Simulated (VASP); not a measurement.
MgCd2O3: single point with PBE

The system is MgCd2O3.

```
Mg Cd O
1.0
     3.23854    0.00000    0.00000
    -1.61927    2.80466    0.00000
     0.00000    0.00000    8.08961
Mg Cd O
1 2 3
Cartesian
  0.0000 0.0000 4.0448
  1.6193 0.9349 6.6597
  0.0000 1.8698 1.4299
  0.0000 1.8698 5.1882
  1.6193 0.9349 2.9014
  0.0000 0.0000 0.0000
```

```json
{
 "Program": "VASP 6.6.1",
 "Task": "single point",
 "Functional": "PBE",
 "Potentials or basis": "VASP PAW PBE potentials, release 64 (Mg, Cd, O)",
 "Cutoff": "520 eV",
 "k mesh": "12 × 12 × 4",
 "Occupations": "gaussian, width 0.02 eV",
 "Spin": "no spin polarisation",
 "Dipole correction": "no",
 "Further INCAR settings": "ALGO = Normal; EDIFF = 1e-07; NBANDS = 31"
}
```

```yaml
Pressure: 0.8 GPa
Largest_force: 0.095 eV/Å
Band_gap_on_the_k_mesh: 0.58 eV
```

Forces in eV/Å, atoms in the order of the input:
```
Mg   0.000  0.000  0.000
Cd   0.000  0.000 -0.019
Cd   0.000  0.000  0.019
O    0.000  0.000 -0.095
O    0.000  0.000  0.095
O    0.000  0.000  0.000
```

Stress tensor (GPa, compression positive):
```
0.71 0.00 0.00
0.00 0.71 0.00
0.00 0.00 0.90
```

Levels at points of the mesh, in eV from the valence-band top:
```
           k point  band 19  band 20  band 21  band 22  band 23  band 24  band 25  band 26
(0.00, 0.00, 0.00)    -0.78    -0.78     0.00     0.00     0.58     4.32     4.79     8.81
(0.50, 0.00, 0.00)    -1.19    -0.80    -0.66    -0.35     4.61     5.57     6.27     7.37
(0.00, 0.00, 0.50)    -0.42    -0.42    -0.13    -0.13     2.01     2.83     5.45     8.55
(0.50, 0.00, 0.50)    -1.53    -1.33    -0.11     0.00     4.80     5.06     6.20     7.68
```

It took 77 s on 1 thread of Intel(R) Xeon(R) 6975P-C (Granite Rapids), on a shared host, peak memory 0.27 GiB.
